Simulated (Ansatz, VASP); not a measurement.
# One calculation of SiBr6, two programs

File INCAR:

```
SYSTEM = SiBr6
ALGO = Normal ; EDIFF = 1E-6
EDIFFG = -0.04 ; ENCUT = 600
GGA = PE ; IBRION = 2
ISIF = 3 ; ISMEAR = 0
LASPH = .True. ; LCHARG = .False.
LREAL = .False. ; LWAVE = .False.
NELM = 60 ; NSW = 90
PREC = Accurate ; SIGMA = 0.1
```

Contents of KPOINTS:

```
k-points
0
Gamma
  4 4 4
  0 0 0
```

Contents of POSCAR:

```
SiBr6
1.0
    6.0769140800      0.0000000000      0.0000000000
    0.0000000000      6.0769140800      0.0000000000
    0.0000000000      0.0000000000      6.0769140800
Si Br
1 6
Direct
    0.0000000000      0.0000000000      0.0000000000
    0.5000000000      0.5000000000      0.2000000000
    0.5000000000      0.5000000000      0.8000000000
    0.2000000000      0.5000000000      0.5000000000
    0.8000000000      0.5000000000      0.5000000000
    0.5000000000      0.2000000000      0.5000000000
    0.5000000000      0.8000000000      0.5000000000
```

Input for Ansatz:

```yaml
crystal:
  lattice:
    - [6.07691408, 0.0, 0.0]
    - [0.0, 6.07691408, 0.0]
    - [0.0, 0.0, 6.07691408]
  atoms:
    - { symbol: Si, position: [0.0, 0.0, 0.0] }
    - { symbol: Br, position: [0.5, 0.5, 0.2] }
    - { symbol: Br, position: [0.5, 0.5, 0.8] }
    - { symbol: Br, position: [0.2, 0.5, 0.5] }
    - { symbol: Br, position: [0.8, 0.5, 0.5] }
    - { symbol: Br, position: [0.5, 0.2, 0.5] }
    - { symbol: Br, position: [0.5, 0.8, 0.5] }
basis:
  ecutwfc: 420
kpoints:
  mp_grid: { grid: [4, 4, 4] }
hamiltonian:
  xc: pbe
scf:
  occupations: { method: gaussian, width: 0.1 }
  lower_state_search: "off"
output:
  forces: true
  stress: true
  eigenvalues: true
relax:
  adjacent_minimum: "off"
  f_tol: 0.04
  max_steps: 70
  cell: { stress_tol: 0.4 }
```

Change from the starting cell: species swapped into the CaB6 type (Pm-3m, No. 221).

Alike in both runs: task relaxation of cell and atoms; functional PBE; k mesh 4 × 4 × 4; occupations gaussian, width 0.1 eV; no spin polarisation.

|  | VASP | Ansatz |
| --- | --- | --- |
| version | VASP 6.6.1 | Ansatz 0.2.0 |
| potentials or method | VASP PAW PBE potentials, release 64 (Si, Br), cutoff 600 eV | scalar-relativistic, plane waves, PAW |
| valence electrons in the cell | 46 | 46 |

```tsv
	VASP	Ansatz	Ansatz less VASP
gap on the k mesh at the Fermi level, each at its own relaxed structure (eV)	none	none	-
relaxed volume (Å³/atom)	65.77	65.31	-0.456
relaxed cell length with the largest relative difference (Å)	7.722	7.704	-0.0179
```

A gap of «none» marks a metal or a gap that the smearing closes.

Noted on VASP's run: the volume moved by over 15 % at a fixed basis, so the end points are rough.
